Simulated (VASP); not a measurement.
# TaN (P6/mmm) in VASP: further runs

TaN is run at these levels: r2SCAN; tasks: single point.

Everything below comes from runs of VASP 6.6.1. Logs are shortened: lines on timing, memory, paths and dates and some standing lists are left out, and cuts for length are marked.

## 1. The cell of the first run

Symmetry: P6/mmm, No. 191, hexagonal system. The conventional cell has a = 5.259 Å, b = 5.259 Å, c = 2.946 Å, α = 90.00°, β = 90.00°, γ = 120.00°. Within 3.5 Å of Ta (site symmetry 6/mmm) lie 6 N at 2.63 Å and 14 Ta at 2.95 to 3.37 Å. Ta (site symmetry -6m2) has 6 N at 2.12 Å within 2.8 Å. N (site symmetry mmm) has 6 Ta at 2.12 to 2.63 Å and 4 N at 2.63 Å within 2.8 Å.

## 2. Single point, r2SCAN

POSCAR reads:

```
TaN
1.0
    5.2593104652      0.0000000000      0.0000000000
   -2.6296552326      4.5546965999      0.0000000000
    0.0000000000      0.0000000000      2.9462675463
Ta N
3 3
Direct
    0.0000000000      0.0000000000      0.0000000000
    0.3333333333      0.6666666667      0.5000000000
    0.6666666667      0.3333333333      0.5000000000
    0.5000000000      0.0000000000      0.0000000000
    0.5000000000      0.5000000000      0.0000000000
    0.0000000000      0.5000000000      0.0000000000
```

INCAR.step1 reads:

```
SYSTEM = TaN
PREC = Accurate
ENCUT = 520
ISMEAR = 0
SIGMA = 0.1
LREAL = .FALSE.
LASPH = .TRUE.
NELM = 80
NBANDS = 33
GGA = PE
ALGO = Normal
EDIFF = 1E-4
LWAVE = .TRUE.
LCHARG = .FALSE.
```

INCAR.step2 reads:

```
SYSTEM = TaN
PREC = Accurate
ENCUT = 520
EDIFF = 1E-6
ISMEAR = 0
SIGMA = 0.1
LREAL = .FALSE.
LASPH = .TRUE.
NELM = 80
ALGO = Normal
ISIF = 2
LWAVE = .FALSE.
LCHARG = .FALSE.
METAGGA = R2SCAN
LMIXTAU = .TRUE.
NBANDS = 33
ISTART = 1
```

KPOINTS reads:

```
regular mesh
0
G
  5 5 8
  0 0 0
```

Potentials or basis: VASP PAW PBE potentials, release 64 (Ta_pv, N).

Run with:

```console
cat potpaw_PBE.64/Ta_pv/POTCAR potpaw_PBE.64/N/POTCAR > POTCAR
cp INCAR.step1 INCAR
mpirun -np 1 vasp_std > vasp.out
cp INCAR.step2 INCAR
mpirun -np 1 vasp_std > vasp.out
```

OUTCAR:

```text
SYSTEM = TaN
   PREC = Accurate
   ENCUT = 520
   EDIFF = 1E-6
   ISMEAR = 0
   LREAL = .FALSE.
   LASPH = .TRUE.
   NELM = 80
   ISIF = 2
   METAGGA = R2SCAN
   ISTART = 1

 ion  position               nearest neighbor table
   1  0.000  0.000  0.000-   4 2.63   4 2.63   6 2.63   6 2.63   5 2.63   5 2.63   3 3.37   3 3.37
                             2 3.37   2 3.37   2 3.37   3 3.37   2 3.37   3 3.37   2 3.37   3 3.37
   2  0.333  0.667  0.500-   6 2.12   6 2.12   5 2.12   5 2.12   4 2.12   4 2.12   3 3.04   3 3.04
                             3 3.04   1 3.37   1 3.37   1 3.37   1 3.37   1 3.37   1 3.37
   3  0.667  0.333  0.500-   6 2.12   6 2.12   5 2.12   5 2.12   4 2.12   4 2.12   2 3.04   2 3.04
                             2 3.04   1 3.37   1 3.37   1 3.37   1 3.37   1 3.37   1 3.37
   4  0.500  0.000  0.000-   2 2.12   3 2.12   2 2.12   3 2.12   1 2.63   1 2.63
   5  0.500  0.500  0.000-   2 2.12   3 2.12   2 2.12   3 2.12   1 2.63   1 2.63
   6  0.000  0.500  0.000-   2 2.12   3 2.12   2 2.12   3 2.12   1 2.63   1 2.63

  LATTYP: Found a hexagonal cell.
 ALAT       =     5.2593104652
 C/A-ratio  =     0.5602003468

  Lattice vectors:

 A1 = (   5.2593104652,   0.0000000000,   0.0000000000)
 A2 = (  -2.6296552326,   4.5546965999,   0.0000000000)
 A3 = (   0.0000000000,   0.0000000000,   2.9462675463)

Analysis of symmetry for initial positions (statically):
=====================================================================
 Subroutine PRICEL returns:
 Original cell was already a primitive cell.

 Routine SETGRP: Setting up the symmetry group for a
 hexagonal supercell.

 Subroutine GETGRP returns: Found 24 space group operations
 (whereof 24 operations were pure point group operations)
 out of a pool of 24 trial point group operations.

The static configuration has the point symmetry D_6h.

Analysis of symmetry for dynamics (positions and initial velocities):
=====================================================================
 Subroutine PRICEL returns:
 Original cell was already a primitive cell.

 Routine SETGRP: Setting up the symmetry group for a
 hexagonal supercell.

 Subroutine GETGRP returns: Found 24 space group operations
 (whereof 24 operations were pure point group operations)
 out of a pool of 24 trial point group operations.

The dynamic configuration has the point symmetry D_6h.

 Subroutine INISYM returns: Found 24 space group operations
 (whereof 24 operations are pure point group operations),
 and found     1 'primitive' translations

----------------------------------------------------------------------------------------

[... 99 lines left out ...]
   EDIFF  = 0.1E-05   stopping-criterion for ELM
   LREAL  =      F    real-space projection
   EDIFFG = 0.1E-04   stopping-criterion for IOM
   NSW    =      0    number of steps for IOM
   IBRION =     -1    ionic relax: 0-MD 1-quasi-New 2-CG
   NFREE  =      0    steps in history (QN), initial steepest desc. (CG)
   ISIF   =      2    stress and relaxation
   ISYM   =      2    0-nonsym 1-usesym 2-fastsym
   POTIM  = 0.5000    time-step for ionic-motion
   TEBEG  =    0.0;   TEEND  =   0.0 temperature during run
   PSTRESS=    0.0 pullay stress
   NELECT =      48.0000    total number of electrons
   NUPDOWN=      -1.0000    fix difference up-down
   EMIN   =  10.00;   EMAX   =-10.00  energy-range for DOS
   EFERMI =   0.00;   METHOD = LEGACY
   ISMEAR =     0;   SIGMA  =   0.10  broadening in eV -4-tet -1-fermi 0-gaus
   EFERMI_NEDOS =   21; number of points for ismear=-14 and -15
   IALGO  =     38    algorithm
   IMIX   =      4    mixing-type and parameters
     AMIX     =   0.40;   BMIX     =  1.00
     AMIX_MAG =   1.60;   BMIX_MAG =  1.00
  volume/ion in A,a.u.               =      11.76        79.38
  Fermi-wavevector in a.u.,A,eV,Ry     =   1.439688  2.720616 28.200822  2.072702
  Thomas-Fermi vector in A             =   2.558516
   LORBIT       =      0    0 simple, 1 ext, 2 COOP (PROOUT), +10 PAW based schemes
   METAGGA = R2SCAN    functional components
   LHFCALC =     F    Hartree Fock is set to
   AEXX    =    0.0000 exact exchange contribution
   IVDW    =     0    specifies the selected vdW correction
   LEPSILON=     F    determine dielectric tensor
   LRPA    =     F    only Hartree local field effects (RPA)
 non-spin polarized calculation
 Gauss-broadening in eV      SIGMA  =   0.10
  energy-cutoff  :      520.00
  volume of cell :       70.58
 maximum number of plane-waves:      1921
 NGX is ok and might be reduce to    40
   NGX = 19   NGY = 19   NGZ = 11

 number of electron      48.0000003 magnetization

 Free energy of the ion-electron system (eV)
  ---------------------------------------------------
  ext. energy  EPLUGINS =         0.00000000
  ---------------------------------------------------
  free energy    TOTEN  =      -178.40051553 eV

  energy without entropy =     -178.39857276  energy(sigma->0) =     -178.39954414

 E-fermi :   7.8206     XC(G=0): -13.8106

 val. band max:        7.7378963080   @ k =   0.0000   0.0000   0.2500
 cond. band min:       7.9302693737   @ k =   0.2000   0.0000   0.2500
 fundamental gap:      0.1923730657
 Fermi energy:         7.8205580027

 k-point     1 :       0.0000    0.0000    0.0000
  band No.  band energies     occupation
      1     -29.8550      2.00000
      2     -29.8550      2.00000
      3     -29.4877      2.00000
      4     -29.4877      2.00000
      5     -29.2825      2.00000
      6     -29.1622      2.00000
[... 853 lines left out ...]
     32      11.7150      0.00000
     33      13.0845      0.00000

 [... further k-points ...]
[... 5 lines left out ...]
  --------------------------------------------------------------------------------------
  -------------------------------------------------------------------------------------
  Total       -1.8213026     -1.8213027     -4.2790713      0.0000000      0.0000000      0.0000000
  in kB      -41.3458797    -41.3458821    -97.1403500      0.0000000      0.0000000      0.0000000
  external PRESSURE =     -59.9440373 kB  Pullay stress =       0.0000000 kB

 VOLUME and BASIS-vectors are now :
 -----------------------------------------------------------------------------
  energy-cutoff  :      520.00
  volume of cell :       70.58
      direct lattice vectors                 reciprocal lattice vectors
     5.259310465  0.000000000  0.000000000     0.190138994  0.109776796  0.000000000
    -2.629655233  4.554696600  0.000000000     0.000000000  0.219553592  0.000000000
     0.000000000  0.000000000  2.946267546     0.000000000  0.000000000  0.339412489

 POSITION                                       TOTAL-FORCE (eV/Angst)
 -----------------------------------------------------------------------------------
      0.00000      0.00000      0.00000        -0.000000      0.000000      0.000000
     -0.00000      3.03646      1.47313        -0.000000      0.000000      0.000000
      2.62966      1.51823      1.47313         0.000000     -0.000000     -0.000000
      2.62966      0.00000      0.00000        -0.000000      0.000000      0.000000
      1.31483      2.27735      0.00000        -0.000000      0.000000      0.000000
     -1.31483      2.27735      0.00000        -0.000000      0.000000      0.000000
 -----------------------------------------------------------------------------------
    total drift:                               -0.000000      0.000000     -0.000000

  FREE ENERGIE OF THE ION-ELECTRON SYSTEM (eV)
  ---------------------------------------------------
  free  energy   TOTEN  =      -178.4005155288 eV

  energy  without entropy=     -178.3985727606  energy(sigma->0) =     -178.39954414
```

OSZICAR.step1:

```text
N       E                     dE             d eps       ncg     rms          rms(c)
DAV:   1     0.450103986345E+03    0.45010E+03   -0.25830E+04  1650   0.152E+03
DAV:   2    -0.455097883993E+02   -0.49561E+03   -0.47280E+03  1885   0.448E+02
DAV:   3    -0.749820927417E+02   -0.29472E+02   -0.28830E+02  2036   0.105E+02
DAV:   4    -0.756427254512E+02   -0.66063E+00   -0.65360E+00  2059   0.151E+01
DAV:   5    -0.756622909728E+02   -0.19566E-01   -0.19539E-01  2130   0.197E+00    0.428E+01
DAV:   6    -0.654167349520E+02    0.10246E+02   -0.50679E+01  2101   0.385E+01    0.182E+01
DAV:   7    -0.649982753052E+02    0.41846E+00   -0.40675E+00  2129   0.139E+01    0.107E+01
DAV:   8    -0.648461221575E+02    0.15215E+00   -0.72503E-01  2052   0.504E+00    0.406E+00
DAV:   9    -0.648071010463E+02    0.39021E-01   -0.10306E-01  2020   0.290E+00    0.494E-01
DAV:  10    -0.648056922788E+02    0.14088E-02   -0.21633E-02  2098   0.760E-01    0.231E-01
DAV:  11    -0.648053509757E+02    0.34130E-03   -0.33894E-03  2079   0.360E-01    0.560E-02
DAV:  12    -0.648053201562E+02    0.30819E-04   -0.26156E-04  1678   0.105E-01
   1 F= -.64805320E+02 E0= -.64802909E+02  d E =-.482157E-02
```

Run time: 1.9 min. Hardware: 1 thread of Intel Xeon 6975P-C (Granite Rapids), shared host; peak memory 0.22 GiB.

Results:

```
Free energy            : -178.4005 eV
Pressure               : -6.0 GPa
Band gap on the k mesh : zero (band 24 reaches 8.78 eV, above the bottom of band 25 at 6.70 eV)
```

Stress tensor (GPa, compression positive):
```
-4.13  0.00  0.00
 0.00 -4.13  0.00
 0.00  0.00 -9.71
```

Caveat: the PAW data sets were made with another functional, which shifts forces and pressure a little; spin-orbit coupling is left out, which moves the levels of the heavy elements.

## 3. Single point, r2SCAN

This run uses another cell than the first one, of 12.10 Å³/atom, 1.029 times its volume.

Edit POSCAR of step 2 so:

```diff
@@ -2,5 +2,5 @@
 1.0
-    5.2593104652      0.0000000000      0.0000000000
-   -2.6296552326      4.5546965999      0.0000000000
-    0.0000000000      0.0000000000      2.9462675463
+    5.3094021511      0.0000000000      0.0000000000
+   -2.6547010756      4.5980772737      0.0000000000
+    0.0000000000      0.0000000000      2.9743289261
 Ta N
```

INCAR.step1 reads:

```
PREC = Accurate
ENCUT = 520
ISMEAR = 0
SIGMA = 0.1
LREAL = False
LASPH = True
NELM = 80
NBANDS = 33
GGA = PE
ALGO = Normal
EDIFF = 1E-4
LWAVE = True
LCHARG = False
```

INCAR.step2 reads:

```
PREC = Accurate
ENCUT = 520
EDIFF = 1E-7
ISMEAR = 0
SIGMA = 0.1
LREAL = False
LASPH = True
NELM = 80
ALGO = Normal
ISIF = 2
LWAVE = False
LCHARG = True
METAGGA = R2SCAN
LMIXTAU = True
LELF = True
LVHAR = True
NBANDS = 33
ISTART = 1
```

KPOINTS reads:

```
regular mesh
0
Gamma
  5 5 8
```

Potentials or basis: VASP PAW PBE potentials, release 64 (Ta_pv, N).

Run with:

```console
cat potpaw_PBE.64/Ta_pv/POTCAR potpaw_PBE.64/N/POTCAR > POTCAR
cp INCAR.step1 INCAR
mpirun -np 1 vasp_std > vasp.out
cp INCAR.step2 INCAR
mpirun -np 1 vasp_std > vasp.out
```

OUTCAR:

```text
PREC = Accurate
   ENCUT = 520
   EDIFF = 1E-7
   ISMEAR = 0
   LREAL = False
   LASPH = True
   NELM = 80
   ISIF = 2
   METAGGA = R2SCAN
   ISTART = 1

 ion  position               nearest neighbor table
   1  0.000  0.000  0.000-   4 2.65   4 2.65   5 2.65   5 2.65   6 2.65   6 2.65   3 3.41   3 3.41
                             2 3.41   2 3.41   2 3.41   3 3.41   2 3.41   3 3.41   2 3.41   3 3.41
   2  0.333  0.667  0.500-   6 2.14   6 2.14   5 2.14   5 2.14   4 2.14   4 2.14   3 3.07   3 3.07
                             3 3.07   1 3.41   1 3.41   1 3.41   1 3.41   1 3.41   1 3.41
   3  0.667  0.333  0.500-   6 2.14   6 2.14   5 2.14   5 2.14   4 2.14   4 2.14   2 3.07   2 3.07
                             2 3.07   1 3.41   1 3.41   1 3.41   1 3.41   1 3.41   1 3.41
   4  0.500  0.000  0.000-   2 2.14   3 2.14   2 2.14   3 2.14   1 2.65   1 2.65
[... 1075 lines left out ...]
  in kB     -110.9458261   -110.9458325   -195.2654293      0.0000000     -0.0000000      0.0000000
  external PRESSURE =    -139.0523626 kB  Pullay stress =       0.0000000 kB

 VOLUME and BASIS-vectors are now :
 -----------------------------------------------------------------------------
  energy-cutoff  :      520.00
  volume of cell :       72.61
      direct lattice vectors                 reciprocal lattice vectors
     5.309402151  0.000000000  0.000000000     0.188345123  0.108741104  0.000000000
    -2.654701076  4.598077274  0.000000000     0.000000000  0.217482208  0.000000000
     0.000000000  0.000000000  2.974328926     0.000000000  0.000000000  0.336210293

 POSITION                                       TOTAL-FORCE (eV/Angst)
 -----------------------------------------------------------------------------------
      0.00000      0.00000      0.00000        -0.000000      0.000000      0.000000
     -0.00000      3.06538      1.48716        -0.000000     -0.000000     -0.000000
      2.65470      1.53269      1.48716         0.000000      0.000000      0.000000
      2.65470      0.00000      0.00000        -0.000000      0.000000      0.000000
      1.32735      2.29904      0.00000        -0.000000      0.000000      0.000000
     -1.32735      2.29904      0.00000        -0.000000      0.000000      0.000000
 -----------------------------------------------------------------------------------
    total drift:                               -0.000000      0.000000     -0.000000

  FREE ENERGIE OF THE ION-ELECTRON SYSTEM (eV)
  ---------------------------------------------------
  free  energy   TOTEN  =      -178.2749344051 eV

  energy  without entropy=     -178.2729922313  energy(sigma->0) =     -178.27396332
```

OUTCAR.step1:

```text
PREC = Accurate
   ENCUT = 520
   ISMEAR = 0
   LREAL = False
   LASPH = True
[... 1103 lines left out ...]
      2.65470      1.53269      1.48716         0.000000      0.000000     -0.000000
      2.65470      0.00000      0.00000        -0.000000      0.000000      0.000000
      1.32735      2.29904      0.00000        -0.000000      0.000000      0.000000
     -1.32735      2.29904      0.00000        -0.000000      0.000000      0.000000
 -----------------------------------------------------------------------------------
    total drift:                               -0.000000      0.000000     -0.000000

  FREE ENERGIE OF THE ION-ELECTRON SYSTEM (eV)
  ---------------------------------------------------
  free  energy   TOTEN  =       -64.7304461194 eV

  energy  without entropy=      -64.7259007167  energy(sigma->0) =      -64.72817342
```

Run time: 2 min. Hardware: 1 thread of Intel Xeon 6975P-C (Granite Rapids), shared host; peak memory 0.22 GiB.

Results:

| Item | Value |
| --- | --- |
| Free energy | -178.2749 eV |
| Pressure | -13.9 GPa |
| Band gap on the k mesh | zero (band 24 reaches 8.44 eV, above the bottom of band 25 at 6.46 eV) |

Stress tensor (GPa, compression positive):
```
-11.09   0.00   0.00
  0.00 -11.09   0.00
  0.00   0.00 -19.53
```

Levels at points of the mesh, in eV from the Fermi level:
```csv
k point,band 22,band 23,band 24,band 25,band 26,band 27
"(0.00, 0.00, 0.00)",-2.53,-2.03,-1.06,-1.06,0.81,0.81
"(0.00, 0.00, 0.50)",-3.20,-1.97,0.91,0.91,1.24,1.86
```

Caveat: the PAW data sets were made with another functional, which shifts forces and pressure a little; spin-orbit coupling is left out, which moves the levels of the heavy elements.

(Continued in part 2 of 2.)
